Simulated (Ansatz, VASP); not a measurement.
# Bi: VASP beside Ansatz

Contents of INCAR:

```
SYSTEM = Bi
PREC = Accurate
ENCUT = 500
EDIFF = 1E-7
ISMEAR = 0
SIGMA = 0.1
LREAL = .FALSE.
LASPH = .TRUE.
NELM = 120
ALGO = Normal
ISIF = 3
LWAVE = .FALSE.
LCHARG = .FALSE.
GGA = PE
IBRION = 2
NSW = 90
EDIFFG = -0.04
GGA_COMPAT = .FALSE.
NELMIN = 4
```

Contents of KPOINTS:

```
regular mesh
0
G
  2 2 6
  0 0 0
```

Contents of POSCAR:

```
Bi
1.0
    8.0508242900      0.0000000000      0.0000000000
    0.0000000000      8.0508242900      0.0000000000
    0.0000000000      0.0000000000      2.9521124300
Bi
6
Direct
    0.1767953900      0.3232046100      0.0000000000
    0.3232046100      0.8232046100      0.0000000000
    0.8232046100      0.6767953900      0.0000000000
    0.6767953900      0.1767953900      0.0000000000
    0.0000000000      0.0000000000      0.0000000000
    0.5000000000      0.5000000000      0.0000000000
```

Input for Ansatz:

```yaml
crystal:
  lattice:
    - [8.05082429, 0.0, 0.0]
    - [0.0, 8.05082429, 0.0]
    - [0.0, 0.0, 2.95211243]
  atoms:
    - { symbol: Bi, position: [0.17679539, 0.32320461, 0.0] }
    - { symbol: Bi, position: [0.32320461, 0.82320461, 0.0] }
    - { symbol: Bi, position: [0.82320461, 0.67679539, 0.0] }
    - { symbol: Bi, position: [0.67679539, 0.17679539, 0.0] }
    - { symbol: Bi, position: [0.0, 0.0, 0.0] }
    - { symbol: Bi, position: [0.5, 0.5, 0.0] }
basis:
  ecutwfc: 420
kpoints:
  mp_grid: { grid: [2, 2, 6] }
hamiltonian:
  xc: pbe
scf:
  occupations: { method: gaussian, width: 0.1 }
  lower_state_search: "off"
output:
  forces: true
  stress: true
  eigenvalues: true
relax:
  adjacent_minimum: "off"
  f_tol: 0.04
  max_steps: 70
  cell: { stress_tol: 0.4 }
```

Alike in both runs: task relaxation of cell and atoms; functional PBE; k mesh 2 × 2 × 6; occupations gaussian, width 0.1 eV; no spin polarisation.

|  | VASP | Ansatz |
| --- | --- | --- |
| version | VASP 6.6.1 | Ansatz 0.2.0 |
| potentials or method | VASP PAW PBE potentials, release 64 (Bi_d), cutoff 500 eV | scalar-relativistic, plane waves, PAW |
| valence electrons in the cell | 90 | 90 |

```csv
,VASP,Ansatz,Ansatz less VASP
"gap on the k mesh at the Fermi level, each at its own relaxed structure (eV)",none,none,-
relaxed volume (Å³/atom),38.04,38.03,-0.015
relaxed length of the cell vector where the two differ most in proportion (Å),3.248,3.250,+0.0016
```

A gap of «none» marks a metal or a gap that the smearing closes.

The k mesh is coarse, so the values compare programs but aren't converged. Neither program's run includes spin-orbit coupling. Noted on VASP's run: the volume moved by over 15 % at a fixed basis, so the end points are rough.
